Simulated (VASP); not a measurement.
# Y3Ge (L12 type) (Pm-3m) in VASP: electric field gradients with r2SCAN

Aim: the electric field gradients of Y3Ge (L12 type) with r2SCAN.

Program: VASP 6.6.1. These are calculated values, not measurements. Logs are shortened: lines on timing, memory, paths and dates and some standing lists are left out, and cuts for length are marked.

## Step 1: The cell of the first run

Symmetry: Pm-3m, No. 221, cubic system. The conventional cell has a = 4.685 Å, b = 4.685 Å, c = 4.685 Å, α = 90.00°, β = 90.00°, γ = 90.00°. Ge (site symmetry m-3m) has 12 Y at 3.31 Å within 4.4 Å. Within 4.4 Å of Y (site symmetry 4/mmm) lie 4 Ge at 3.31 Å and 8 Y at 3.31 Å.

## Step 2: Electric field gradients, r2SCAN

Contents of POSCAR:

```
Y3Ge
1.0
    4.6854712665      0.0000000000      0.0000000000
    0.0000000000      4.6854712665      0.0000000000
    0.0000000000      0.0000000000      4.6854712665
Ge Y
1 3
Direct
    0.0000000000      0.0000000000      0.0000000000
    0.0000000000      0.5000000000      0.5000000000
    0.5000000000      0.0000000000      0.5000000000
    0.5000000000      0.5000000000      0.0000000000
```

Contents of INCAR.step1:

```
ALGO = Normal
EDIFF = 1E-4
ENCUT = 520
GGA = PE
ISMEAR = -1
LASPH = True
LCHARG = False
LREAL = False
LWAVE = True
NBANDS = 32
NELM = 60
PREC = Accurate
SIGMA = 0.05
```

Contents of INCAR.step2:

```
ALGO = Normal
EDIFF = 1E-8
ENCUT = 520
ISIF = 2
ISMEAR = -1
ISTART = 1
LASPH = True
LCHARG = False
LEFG = True
LMIXTAU = True
LREAL = False
LWAVE = False
METAGGA = R2SCAN
NBANDS = 32
NELM = 60
PREC = Accurate
SIGMA = 0.05
```

Contents of KPOINTS:

```
k-points
0
Gamma
  8 8 8
```

Potentials or basis: VASP PAW PBE potentials, release 64 (Ge_d, Y_sv).

On the command line:

```bash
> cat potpaw_PBE.64/Ge_d/POTCAR potpaw_PBE.64/Y_sv/POTCAR > POTCAR
> cp INCAR.step1 INCAR
> mpirun -np 1 vasp_std > vasp.out
> cp INCAR.step2 INCAR
> mpirun -np 1 vasp_std > vasp.out
```

OUTCAR:

```text
EDIFF = 1E-8
   ENCUT = 520
   ISIF = 2
   ISMEAR = -1
   ISTART = 1
   LASPH = True
   LREAL = False
   METAGGA = R2SCAN
   NELM = 60
   PREC = Accurate

 ion  position               nearest neighbor table
   1  0.000  0.000  0.000-   2 3.31   3 3.31   4 3.31   2 3.31   3 3.31   2 3.31   4 3.31   2 3.31
                             3 3.31   4 3.31   3 3.31   4 3.31
   2  0.000  0.500  0.500-   1 3.31   3 3.31   4 3.31   1 3.31   4 3.31   1 3.31   3 3.31   1 3.31
                             3 3.31   4 3.31   4 3.31   3 3.31
   3  0.500  0.000  0.500-   1 3.31   2 3.31   4 3.31   1 3.31   4 3.31   2 3.31   4 3.31   4 3.31
                             1 3.31   2 3.31   1 3.31   2 3.31
   4  0.500  0.500  0.000-   1 3.31   2 3.31   3 3.31   2 3.31   3 3.31   1 3.31   3 3.31   3 3.31
                             1 3.31   2 3.31   2 3.31   1 3.31

  LATTYP: Found a simple cubic cell.
 ALAT       =     4.6854712665

  Lattice vectors:

 A1 = (   4.6854712665,   0.0000000000,   0.0000000000)
 A2 = (   0.0000000000,   4.6854712665,   0.0000000000)
 A3 = (   0.0000000000,   0.0000000000,   4.6854712665)

Analysis of symmetry for initial positions (statically):
=====================================================================
 Subroutine PRICEL returns:
 Original cell was already a primitive cell.

 Routine SETGRP: Setting up the symmetry group for a
 simple cubic supercell.

 Subroutine GETGRP returns: Found 48 space group operations
 (whereof 48 operations were pure point group operations)
 out of a pool of 48 trial point group operations.

The static configuration has the point symmetry O_h .

Analysis of symmetry for dynamics (positions and initial velocities):
=====================================================================
 Subroutine PRICEL returns:
 Original cell was already a primitive cell.

 Routine SETGRP: Setting up the symmetry group for a
 simple cubic supercell.

 Subroutine GETGRP returns: Found 48 space group operations
 (whereof 48 operations were pure point group operations)
 out of a pool of 48 trial point group operations.

The dynamic configuration has the point symmetry O_h .

 Subroutine INISYM returns: Found 48 space group operations
 (whereof 48 operations are pure point group operations),
 and found     1 'primitive' translations

----------------------------------------------------------------------------------------

                                     Primitive cell

  volume of cell :     102.8632

  direct lattice vectors                    reciprocal lattice vectors
     4.685471266  0.000000000  0.000000000     0.213425703  0.000000000  0.000000000
     0.000000000  4.685471266  0.000000000     0.000000000  0.213425703  0.000000000
     0.000000000  0.000000000  4.685471266     0.000000000  0.000000000  0.213425703

  length of vectors
     4.685471266  4.685471266  4.685471266     0.213425703  0.213425703  0.213425703

  position of ions in fractional coordinates (direct lattice)
     0.000000000  0.000000000  0.000000000
     0.000000000  0.500000000  0.500000000
     0.500000000  0.000000000  0.500000000
     0.500000000  0.500000000  0.000000000

  ion indices of the primitive-cell ions
   primitive index   ion index
                 1           1
                 2           2
                 3           3
                 4           4

----------------------------------------------------------------------------------------

 KPOINTS: k-points

Automatic generation of k-mesh.
 Grid dimensions read from file:
 generate k-points for:    8    8    8

 Generating k-lattice:

  Cartesian coordinates                     Fractional coordinates (reciprocal lattice)
[... 45 lines left out ...]
   dimension x,y,z NGX =    36 NGY =   36 NGZ =   36
   dimension x,y,z NGXF=    72 NGYF=   72 NGZF=   72
   ions per type =               1   3
   NGX,Y,Z   is equivalent  to a cutoff of  12.77, 12.77, 12.77 a.u.
   NGXF,Y,Z  is equivalent  to a cutoff of  25.55, 25.55, 25.55 a.u.
 SYSTEM =  unknown system
   PREC   = accura    normal or accurate (medium, high low for compatibility)
   ISTART =      1    job   : 0-new  1-cont  2-samecut
   ICHARG =      0    charge: 1-file 2-atom 10-const
   ISPIN  =      1    spin polarized calculation?
   LNONCOLLINEAR =      F non collinear calculations
   LSORBIT =      F    spin-orbit coupling
   LASPH  =      T    aspherical Exc in radial PAW
   ENCUT  =  520.0 eV  38.22 Ry    6.18 a.u.   8.71  8.71  8.71*2*pi/ulx,y,z
   NELM   =     60;   NELMIN=  2; NELMDL=  0     # of ELM steps
   EDIFF  = 0.1E-07   stopping-criterion for ELM
   LREAL  =      F    real-space projection
   EDIFFG = 0.1E-06   stopping-criterion for IOM
   NSW    =      0    number of steps for IOM
   IBRION =     -1    ionic relax: 0-MD 1-quasi-New 2-CG
   NFREE  =      0    steps in history (QN), initial steepest desc. (CG)
   ISIF   =      2    stress and relaxation
   ISYM   =      2    0-nonsym 1-usesym 2-fastsym
   POTIM  = 0.5000    time-step for ionic-motion
   TEBEG  =    0.0;   TEEND  =   0.0 temperature during run
   PSTRESS=    0.0 pullay stress
   NELECT =      47.0000    total number of electrons
   NUPDOWN=      -1.0000    fix difference up-down
   EMIN   =  10.00;   EMAX   =-10.00  energy-range for DOS
   EFERMI =   0.00;   METHOD = LEGACY
   ISMEAR =    -1;   SIGMA  =   0.05  broadening in eV -4-tet -1-fermi 0-gaus
   EFERMI_NEDOS =   21; number of points for ismear=-14 and -15
   IALGO  =     38    algorithm
   IMIX   =      4    mixing-type and parameters
     AMIX     =   0.40;   BMIX     =  1.00
     AMIX_MAG =   1.60;   BMIX_MAG =  1.00
  volume/ion in A,a.u.               =      25.72       173.54
  Fermi-wavevector in a.u.,A,eV,Ry     =   1.260920  2.382793 21.632162  1.589919
  Thomas-Fermi vector in A             =   2.394405
   LORBIT       =      0    0 simple, 1 ext, 2 COOP (PROOUT), +10 PAW based schemes
   METAGGA = R2SCAN    functional components
   LHFCALC =     F    Hartree Fock is set to
   AEXX    =    0.0000 exact exchange contribution
   IVDW    =     0    specifies the selected vdW correction
   LEPSILON=     F    determine dielectric tensor
   LRPA    =     F    only Hartree local field effects (RPA)
 non-spin polarized calculation
  energy-cutoff  :      520.00
  volume of cell :      102.86
 maximum number of plane-waves:      2800
 NGX is ok and might be reduce to    36
   NGX = 17   NGY = 17   NGZ = 17

 number of electron      47.0000021 magnetization

 Free energy of the ion-electron system (eV)
  ---------------------------------------------------
  ext. energy  EPLUGINS =         0.00000000
  ---------------------------------------------------
  free energy    TOTEN  =       -75.99979489 eV

  energy without entropy =      -75.95427992  energy(sigma->0) =      -75.97703740

 E-fermi :   4.5779     XC(G=0): -11.0183

 val. band max:        4.5603853681   @ k =   0.2500   0.2500   0.1250
 cond. band min:       4.5909681136   @ k =   0.3750   0.3750   0.0000
 fundamental gap:      0.0305827455
 Fermi energy:         4.5778503913

 k-point     1 :       0.0000    0.0000    0.0000
  band No.  band energies     occupation
      1     -39.6468      2.00000
      2     -39.4647      2.00000
      3     -39.4647      2.00000
      4     -20.1886      2.00000
      5     -20.1886      2.00000
      6     -20.1886      2.00000
[... 829 lines left out ...]
     31       7.8024      0.00000
     32       8.0384      0.00000

 [... further k-points ...]

------------------------ aborting loop because EDIFF is reached ----------------------------------------

  FORCE on cell =-STRESS in cart. coord.  units (eV):
  Direction    XX          YY          ZZ          XY          YZ          ZX
  --------------------------------------------------------------------------------------
  -------------------------------------------------------------------------------------
  Total        0.0013835      0.0013835      0.0013835      0.0000000      0.0000000     -0.0000000
  in kB        0.0215490      0.0215490      0.0215490      0.0000000      0.0000000     -0.0000000
  external PRESSURE =       0.0215490 kB  Pullay stress =       0.0000000 kB

 VOLUME and BASIS-vectors are now :
 -----------------------------------------------------------------------------
  energy-cutoff  :      520.00
  volume of cell :      102.86
      direct lattice vectors                 reciprocal lattice vectors
     4.685471266  0.000000000  0.000000000     0.213425703  0.000000000  0.000000000
     0.000000000  4.685471266  0.000000000     0.000000000  0.213425703  0.000000000
     0.000000000  0.000000000  4.685471266     0.000000000  0.000000000  0.213425703

 POSITION                                       TOTAL-FORCE (eV/Angst)
 -----------------------------------------------------------------------------------
      0.00000      0.00000      0.00000         0.000000      0.000000      0.000000
      0.00000      2.34274      2.34274         0.000000      0.000000      0.000000
      2.34274      0.00000      2.34274         0.000000      0.000000      0.000000
      2.34274      2.34274      0.00000         0.000000      0.000000      0.000000
 -----------------------------------------------------------------------------------
    total drift:                               -0.000000      0.000000      0.000000

  FREE ENERGIE OF THE ION-ELECTRON SYSTEM (eV)
  ---------------------------------------------------
  free  energy   TOTEN  =       -75.9997948877 eV

  energy  without entropy=      -75.9542799178  energy(sigma->0) =      -75.97703740

 Electric field gradients (V/A^2)
---------------------------------------------------------------------
 ion       V_xx      V_yy      V_zz      V_xy      V_xz      V_yz
---------------------------------------------------------------------
   1      -0.000     0.000     0.000     0.000    -0.000    -0.000
   2      19.570    -9.785    -9.785     0.000    -0.000    -0.000
   3      -9.785    19.570    -9.785    -0.000     0.000     0.000
   4      -9.785    -9.785    19.570    -0.000     0.000    -0.000
---------------------------------------------------------------------

 Electric field gradients after diagonalization (V/A^2)
 (convention: |V_zz| > |V_xx| > |V_yy|)
----------------------------------------------------------------------
 ion       V_xx      V_yy      V_zz     asymmetry (V_yy - V_xx)/ V_zz
----------------------------------------------------------------------
   1       0.000    -0.000     0.000      -1.013
   2      -9.785    -9.785    19.570       0.000
   3      -9.785    -9.785    19.570       0.000
   4      -9.785    -9.785    19.570       0.000
----------------------------------------------------------------------

           NMR quadrupolar parameters

 Cq : quadrupolar parameter    Cq=e*Q*V_zz/h
 eta: asymmetry parameters     (V_yy - V_xx)/ V_zz
 Q  : nuclear electric quadrupole moment in mb (millibarn)
----------------------------------------------------------------------
 ion       Cq(MHz)       eta       Q (mb)
----------------------------------------------------------------------
   1       0.000      -1.013       1.000
   2       0.047       0.000       1.000
   3       0.047       0.000       1.000
   4       0.047       0.000       1.000
----------------------------------------------------------------------
```

Run time: 16 min. Hardware: 1 thread of AMD EPYC 7R43 (Zen 3), shared host; peak memory 0.25 GiB.

Results:

* Free energy: -75.9998 eV
* Pressure: 0.0 GPa
* Band gap on the k mesh: zero (an odd number of electrons rules out a gap without spin polarisation)
* Largest electric field gradient by atom: Ge +0.0; Y +19.6 V/Å²

Electric field gradients, principal values (V/Å²):
```csv
atom,least,middle,greatest (by size)
1 Ge,0.000,0.000,0.000
2 Y,-9.785,-9.785,19.570
3 Y,-9.785,-9.785,19.570
4 Y,-9.785,-9.785,19.570
```

Caveat: without QUAD_EFG the Cq values of the log hold for a quadrupole moment of 1 mb, not for the nuclei; the PAW data sets were made with another functional, which shifts forces and pressure a little.

The gap in the log of VASP goes by the Fermi energy; the results here count the filled bands.